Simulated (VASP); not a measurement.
The system is GaSb2.

```
Ga Sb
1.0
     3.33343    0.00000    0.00000
    -1.66672    2.88684    0.00000
     0.00000    0.00000    8.42719
Ga Sb
1 2
Direct
  0.00000 0.00000 0.50000
  0.00000 0.00000 0.83529
  0.00000 0.00000 0.16471
```

The cell was generated, and may not be a known phase.

* Program: VASP 6.6.1
* Task: relaxation of cell and atoms
* Functional: PBE
* Potentials or basis: VASP PAW PBE potentials, release 64 (Ga_d, Sb_d_GW)
* Cutoff: 500 eV
* k mesh: 6 × 6 × 2
* Occupations: gaussian, width 0.1 eV
* Spin: no spin polarisation

At the start: pressure 0.2 GPa; volume 27.03 Å³/atom.

Q: Where does the relaxation end?

A: Over 18 steps the energy falls by 94.0 meV/atom and the volume is 27.52 Å³/atom (+1.8 %); space group P6/mmm (No. 191, to 0.1 Å) before and after.

Step by step:
```csv
step,energy change (eV),largest force (eV/Å),pressure (GPa),volume (Å³)
1,0.0000,1.3301,0.22,81.10
2,-0.1792,0.5389,-0.27,81.08
3,-0.2633,0.1856,-0.64,81.19
4,-0.2633,0.1685,-0.63,81.19
5,-0.2683,0.1299,0.07,80.04
6,-0.2684,0.1209,0.23,79.81
7,-0.2703,0.0973,0.28,79.97
8,-0.2742,0.0036,0.48,80.42
9,-0.2673,0.3245,0.90,81.34
10,-0.2746,0.0424,0.56,80.57
11,-0.2753,0.0461,0.54,80.68
12,-0.2770,0.0531,0.49,81.00
13,-0.2796,0.0681,0.38,81.65
14,-0.2805,0.1253,0.05,82.96
15,-0.2809,0.0939,0.21,82.43
16,-0.2809,0.1010,0.17,82.54
17,-0.2817,0.0611,0.12,82.55
18,-0.2821,0.0233,0.02,82.56
```

Final structure:
```yaml
crystal:
  lattice:
    - [3.23489, 0.00000, 0.00000]
    - [-1.61744, 2.80150, 0.00000]
    - [0.00000, 0.00000, 9.10950]
  atoms:
    - { symbol: Ga, position: [0.00000, 0.00000, 0.50000] }
    - { symbol: Sb, position: [0.00000, 0.00000, 0.83874] }
    - { symbol: Sb, position: [0.00000, 0.00000, 0.16126] }
```

Caveat: the k points lie up to 0.37 Å⁻¹ apart in the final cell, too coarse for converged energies and pressures of a metal.
